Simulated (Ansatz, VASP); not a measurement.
**Two plane-wave programs on Ru**

```
Ru
1.0
     2.80424    0.00000    0.00000
    -1.40212    2.42854    0.00000
     0.00000    0.00000    4.41165
Ru
2
Direct
  0.33333 0.66667 0.25000
  0.66667 0.33333 0.75000
```

Alike in both runs: task single point; functional revPBE; k mesh 22 × 22 × 12; occupations fermi-dirac, width 0.05 eV; collinear spin.

```csv
,VASP,Ansatz
version,VASP 6.6.1,Ansatz 0.2.0
potentials or method,"VASP PAW PBE potentials, release 64 (Ru_pv), cutoff 520 eV","plane waves (420 eV) with PAW, scalar-relativistic"
valence electrons in the cell,28,32
```

VASP gave:

```
pressure (GPa)                                                : -19.2
traceless stress, the component that is largest in VASP (GPa) : -0.31
net moment per atom (μB)                                      : 0.00
```

Problem. What did Ansatz give for the same quantities?

Solution. Pressure (GPa): -19.1; traceless stress, the component that is largest in VASP (GPa): -0.31; net moment per atom (μB): 0.00.

VASP's potentials were made for PBE, not for revPBE. VASP's potentials hold 28 valence electrons a cell and Ansatz's 32, so a difference there can come from the potentials and not from the codes. Ansatz's warnings: seeded moment not kept.
